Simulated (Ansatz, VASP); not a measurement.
# BiCCl in VASP and in Ansatz

```
Bi C Cl
1.0
     4.47635    0.00000    0.00000
    -2.23818    3.87664    0.00000
     0.00000    0.00000    8.03651
Bi C Cl
2 2 2
Direct
  0.66667 0.33333 0.25000
  0.33333 0.66667 0.75000
  0.00000 0.00000 0.50000
  0.00000 0.00000 0.00000
  0.33333 0.66667 0.25000
  0.66667 0.33333 0.75000
```

Change from the starting cell: species swapped into the NdAsPd type (P6_3/mmc, No. 194).

Alike in both runs: task single point; functional PBE; k mesh 6 × 6 × 2; occupations gaussian, width 0.1 eV; no spin polarisation.

|  | VASP | Ansatz |
| --- | --- | --- |
| version | VASP 6.6.1 | Ansatz 0.2.0 |
| potentials or method | VASP PAW PBE potentials, release 64 (Bi_d, C, Cl), cutoff 520 eV | scalar-relativistic, plane waves, PAW |
| valence electrons in the cell | 52 | 52 |

```csv
,VASP,Ansatz,Ansatz less VASP
gap on the k mesh at the Fermi level (eV),none,none,-
pressure (GPa),3.2,3.3,+0.08
"traceless stress, the component that is largest in VASP (GPa)",-11.87,-11.87,0.000
```

A gap of «none» marks a metal or a gap that the smearing closes. The functional is the same, so the differences come from potentials, cutoffs and numerics.

The k mesh is coarse, so the values compare programs but aren't converged. Spin-orbit coupling is off throughout.
